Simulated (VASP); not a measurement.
# Mn2Cl3 (P-3m1) in VASP: a series of runs, part 2 of 2

VASP 6.6.1. The steps go on from the part before.

## (3) Single point, PBE, collinear spin, ferromagnetic start

This run uses another cell than the first one, of 22.47 Å³/atom.

File INCAR:

```
SYSTEM = Mn2Cl3
  PREC = Accurate
  ENCUT = 520
  EDIFF = 1E-6
  ISMEAR = 0
  SIGMA = 0.1
  LREAL = .FALSE.
  LASPH = .TRUE.
  NELM = 150
  ALGO = Normal
  ISIF = 2
  LWAVE = .FALSE.
  LCHARG = .FALSE.
  ISPIN = 2
  MAGMOM = 4.46 4.46 0 0 0
  LORBIT = 11
  LMAXMIX = 4
  GGA = PE
  NBANDS = 36
```

File KPOINTS:

```
regular mesh
0
G
  6 6 4
  0 0 0
```

File POSCAR:

```
Mn2Cl3
1.0
    3.7545128672      0.0000000000      0.0000000000
   -1.8772564336      3.2515035218      0.0000000000
    0.0000000000      0.0000000000      9.2029925246
Mn Cl
2 3
Direct
    0.3333333333      0.6666666667      0.1729096846
    0.6666666667      0.3333333333      0.8270903154
    0.0000000000      0.0000000000      0.0000000000
    0.3333333333      0.6666666667      0.6939723480
    0.6666666667      0.3333333333      0.3060276520
```

Potentials or basis: VASP PAW PBE potentials, release 64 (Mn_pv, Cl).

Command:

```sh
cat potpaw_PBE.64/Mn_pv/POTCAR potpaw_PBE.64/Cl/POTCAR > POTCAR
mpirun -np 1 vasp_std > vasp.out
```

OUTCAR:

```text
SYSTEM = Mn2Cl3
   PREC = Accurate
   ENCUT = 520
   EDIFF = 1E-6
   ISMEAR = 0
   LREAL = .FALSE.
   LASPH = .TRUE.
   NELM = 150
   ISIF = 2
   ISPIN = 2
   LORBIT = 11
   GGA = PE

 ion  position               nearest neighbor table
   1  0.333  0.667  0.173-   5 2.49   5 2.49   5 2.49   3 2.69   3 2.69   3 2.69
   2  0.667  0.333  0.827-   4 2.49   4 2.49   4 2.49   3 2.69   3 2.69   3 2.69
   3  0.000  0.000  0.000-   1 2.69   2 2.69   1 2.69   2 2.69   2 2.69   1 2.69
   4  0.333  0.667  0.694-   2 2.49   2 2.49   2 2.49
   5  0.667  0.333  0.306-   1 2.49   1 2.49   1 2.49

  LATTYP: Found a hexagonal cell.
 ALAT       =     3.7545128672
 C/A-ratio  =     2.4511815115

  Lattice vectors:

 A1 = (   3.7545128672,   0.0000000000,   0.0000000000)
 A2 = (  -1.8772564336,   3.2515035218,   0.0000000000)
 A3 = (   0.0000000000,   0.0000000000,   9.2029925246)

Analysis of symmetry for initial positions (statically):
=====================================================================
 Subroutine PRICEL returns:
 Original cell was already a primitive cell.

 Routine SETGRP: Setting up the symmetry group for a
 hexagonal supercell.

 Subroutine GETGRP returns: Found 12 space group operations
 (whereof 12 operations were pure point group operations)
 out of a pool of 24 trial point group operations.

The static configuration has the point symmetry D_3d.

Analysis of symmetry for dynamics (positions and initial velocities):
=====================================================================
 Subroutine PRICEL returns:
 Original cell was already a primitive cell.

 Routine SETGRP: Setting up the symmetry group for a
 hexagonal supercell.

 Subroutine GETGRP returns: Found 12 space group operations
 (whereof 12 operations were pure point group operations)
 out of a pool of 24 trial point group operations.

The dynamic configuration has the point symmetry D_3d.

Analysis of structural, dynamic, and magnetic symmetry:
=====================================================================
 Subroutine PRICEL returns:
 Original cell was already a primitive cell.

 Routine SETGRP: Setting up the symmetry group for a
 hexagonal supercell.

 Subroutine GETGRP returns: Found 12 space group operations
 (whereof 12 operations were pure point group operations)
 out of a pool of 24 trial point group operations.

The overall configuration has the point symmetry D_3d.

 Subroutine INISYM returns: Found 12 space group operations
 (whereof 12 operations are pure point group operations),
 and found     1 'primitive' translations

----------------------------------------------------------------------------------------

                                     Primitive cell

  volume of cell :     112.3484

  direct lattice vectors                    reciprocal lattice vectors
     3.754512867  0.000000000  0.000000000     0.266346137  0.153775014  0.000000000
    -1.877256434  3.251503522  0.000000000     0.000000000  0.307550028  0.000000000
     0.000000000  0.000000000  9.202992525     0.000000000  0.000000000  0.108660308

  length of vectors
[... 85 lines left out ...]
   ENCUT  =  520.0 eV  38.22 Ry    6.18 a.u.   6.98  6.98 17.11*2*pi/ulx,y,z
   NELM   =    150;   NELMIN=  2; NELMDL= -5     # of ELM steps
   EDIFF  = 0.1E-05   stopping-criterion for ELM
   LREAL  =      F    real-space projection
   EDIFFG = 0.1E-04   stopping-criterion for IOM
   NSW    =      0    number of steps for IOM
   IBRION =     -1    ionic relax: 0-MD 1-quasi-New 2-CG
   NFREE  =      0    steps in history (QN), initial steepest desc. (CG)
   ISIF   =      2    stress and relaxation
   ISYM   =      2    0-nonsym 1-usesym 2-fastsym
   POTIM  = 0.5000    time-step for ionic-motion
   TEBEG  =    0.0;   TEEND  =   0.0 temperature during run
   PSTRESS=    0.0 pullay stress
   NELECT =      47.0000    total number of electrons
   NUPDOWN=      -1.0000    fix difference up-down
   EMIN   =  10.00;   EMAX   =-10.00  energy-range for DOS
   EFERMI =   0.00;   METHOD = LEGACY
   ISMEAR =     0;   SIGMA  =   0.10  broadening in eV -4-tet -1-fermi 0-gaus
   EFERMI_NEDOS =   21; number of points for ismear=-14 and -15
   IALGO  =     38    algorithm
   IMIX   =      4    mixing-type and parameters
     AMIX     =   0.40;   BMIX     =  1.00
     AMIX_MAG =   1.60;   BMIX_MAG =  1.00
  volume/ion in A,a.u.               =      22.47       151.63
  Fermi-wavevector in a.u.,A,eV,Ry     =   1.224386  2.313755 20.396793  1.499122
  Thomas-Fermi vector in A             =   2.359463
   LORBIT       =     11    0 simple, 1 ext, 2 COOP (PROOUT), +10 PAW based schemes
   GGA     = PE    functional components
   LHFCALC =     F    Hartree Fock is set to
   AEXX    =    0.0000 exact exchange contribution
   IVDW    =     0    specifies the selected vdW correction
   LEPSILON=     F    determine dielectric tensor
   LRPA    =     F    only Hartree local field effects (RPA)
 spin polarized calculation
 Gauss-broadening in eV      SIGMA  =   0.10
  energy-cutoff  :      520.00
  volume of cell :      112.35
 maximum number of plane-waves:      3045
   NGX = 13   NGY = 13   NGZ = 35

 number of electron      46.9999995 magnetization       9.0083446

 Free energy of the ion-electron system (eV)
  ---------------------------------------------------
  ext. energy  EPLUGINS =         0.00000000
  ---------------------------------------------------
  free energy    TOTEN  =       -26.87109357 eV

  energy without entropy =      -26.86534048  energy(sigma->0) =      -26.86821702

 E-fermi :   5.0578     XC(G=0):  -9.0083

 val. band max:        5.0415852673   @ k =   0.0000   0.0000   0.0000
 cond. band min:       5.1222764621   @ k =   0.1667   0.1667   0.5000
 fundamental gap:      0.0806911948
 Fermi energy:         5.0577652268

 spin component 1

 k-point     1 :       0.0000    0.0000    0.0000
  band No.  band energies     occupation
      1     -45.7630      1.00000
      2     -45.7630      1.00000
      3     -45.7627      1.00000
      4     -45.7627      1.00000
      5     -45.7343      1.00000
      6     -45.7319      1.00000
[... 901 lines left out ...]
     34      10.7400      0.00000
     35      11.4993      0.00000
 Fermi energy:         5.0577652268

 spin component 2

 k-point     1 :       0.0000    0.0000    0.0000
  band No.  band energies     occupation
      1     -41.4052      1.00000
      2     -41.4019      1.00000
      3     -41.3949      1.00000
      4     -41.3949      1.00000
      5     -41.3944      1.00000
      6     -41.3944      1.00000
[... 901 lines left out ...]
     34      11.0560      0.00000
     35      12.0864      0.00000
 [bands above 35 left out]

------------------------ aborting loop because EDIFF is reached ----------------------------------------

  FORCE on cell =-STRESS in cart. coord.  units (eV):
  Direction    XX          YY          ZZ          XY          YZ          ZX
  --------------------------------------------------------------------------------------
  -------------------------------------------------------------------------------------
  Total       -0.0072190     -0.0072190      0.1303980     -0.0000000     -0.0000000     -0.0000000
  in kB       -0.1029490     -0.1029490      1.8595789     -0.0000000     -0.0000000     -0.0000000
  external PRESSURE =       0.5512270 kB  Pullay stress =       0.0000000 kB

 VOLUME and BASIS-vectors are now :
 -----------------------------------------------------------------------------
  energy-cutoff  :      520.00
  volume of cell :      112.35
      direct lattice vectors                 reciprocal lattice vectors
     3.754512867  0.000000000  0.000000000     0.266346137  0.153775014  0.000000000
    -1.877256434  3.251503522  0.000000000     0.000000000  0.307550028  0.000000000
     0.000000000  0.000000000  9.202992525     0.000000000  0.000000000  0.108660308

 POSITION                                       TOTAL-FORCE (eV/Angst)
 -----------------------------------------------------------------------------------
     -0.00000      2.16767      1.59129        -0.000000      0.000000     -0.008740
      1.87726      1.08383      7.61171         0.000000      0.000000      0.008740
      0.00000      0.00000      0.00000        -0.000000      0.000000      0.000000
     -0.00000      2.16767      6.38662        -0.000000     -0.000000     -0.008499
      1.87726      1.08383      2.81637        -0.000000      0.000000      0.008499
 -----------------------------------------------------------------------------------
    total drift:                                0.000000      0.000000      0.000000

  FREE ENERGIE OF THE ION-ELECTRON SYSTEM (eV)
  ---------------------------------------------------
  free  energy   TOTEN  =       -26.8710935694 eV

  energy  without entropy=      -26.8653404781  energy(sigma->0) =      -26.86821702

 total charge

# of ion       s       p       d       tot
------------------------------------------
    1        0.175   6.122   5.081  11.378
    2        0.175   6.122   5.081  11.378
    3        1.602   3.505   0.000   5.107
    4        1.596   3.529   0.000   5.125
    5        1.596   3.529   0.000   5.125
--------------------------------------------------
tot          5.144  22.807  10.161  38.112

 magnetization (x)

# of ion       s       p       d       tot
------------------------------------------
    1        0.027   0.024   4.074   4.125
    2        0.027   0.024   4.074   4.125
    3        0.015   0.063   0.000   0.077
    4        0.007   0.062   0.000   0.069
    5        0.007   0.062   0.000   0.069
--------------------------------------------------
tot          0.084   0.233   8.148   8.465
```

Wall time 2.5 min (1 thread of Intel Xeon Platinum 8488C (Sapphire Rapids), shared host); peak memory 0.34 GiB.

Results:

```
Free energy                                           : -26.8711 eV
Pressure                                              : 0.1 GPa
Largest force                                         : 0.009 eV/Å
Band gap on the k mesh                                : zero (filled and empty bands overlap)
Net moment                                            : 9.01 μB per cell
Site moments                                          : Mn +4.12; Cl +0.08, +0.07 (each value once) μB
Valence electrons inside the program's atomic spheres : Mn 11.38; Cl 5.11, 5.12 (each value once)
```

Forces on the atoms (eV/Å):
```
Mn   0.000  0.000 -0.009
Mn   0.000  0.000  0.009
Cl   0.000  0.000  0.000
Cl   0.000  0.000 -0.008
Cl   0.000  0.000  0.008
```

Levels at points of the mesh, in eV from the Fermi level:
Spin up:
```csv
k point,band 25,band 26,band 27,band 28,band 29,band 30,band 31,band 32
"(0.00, 0.00, 0.00)",-2.28,-2.28,-1.67,-1.67,-0.02,2.06,2.45,5.14
"(0.50, 0.00, 0.00)",-2.72,-2.57,-1.88,-1.76,0.88,2.97,3.53,4.96
"(0.00, 0.00, 0.50)",-2.26,-2.26,-1.69,-1.69,0.40,1.88,2.17,5.10
"(0.50, 0.00, 0.50)",-2.73,-2.59,-1.83,-1.74,1.01,2.64,3.26,5.24
```
Spin down:
```
           k point  band 16  band 17  band 18  band 19  band 20  band 21  band 22  band 23
(0.00, 0.00, 0.00)    -4.80    -4.80    -4.58    -0.21    -0.03    -0.03     0.38     0.38
(0.50, 0.00, 0.00)    -5.33    -5.29    -5.13    -0.64     0.25     0.66     0.70     0.77
(0.00, 0.00, 0.50)    -5.03    -4.82    -4.82    -0.20    -0.03    -0.03     0.38     0.38
(0.50, 0.00, 0.50)    -5.35    -5.28    -4.98    -0.57     0.19     0.66     0.70     0.77
```

Caveat: this functional lacks dispersion, which binds layers or chains, so the pressure and a relaxed spacing across them are unreliable; semilocal functionals often make such compounds metallic where correlation or magnetic order opens a gap, which also shifts bond lengths; the run started ferromagnetic, and an antiferromagnetic order may lie lower in energy.

The gap in the log of VASP goes by the Fermi energy; the results here count the filled bands.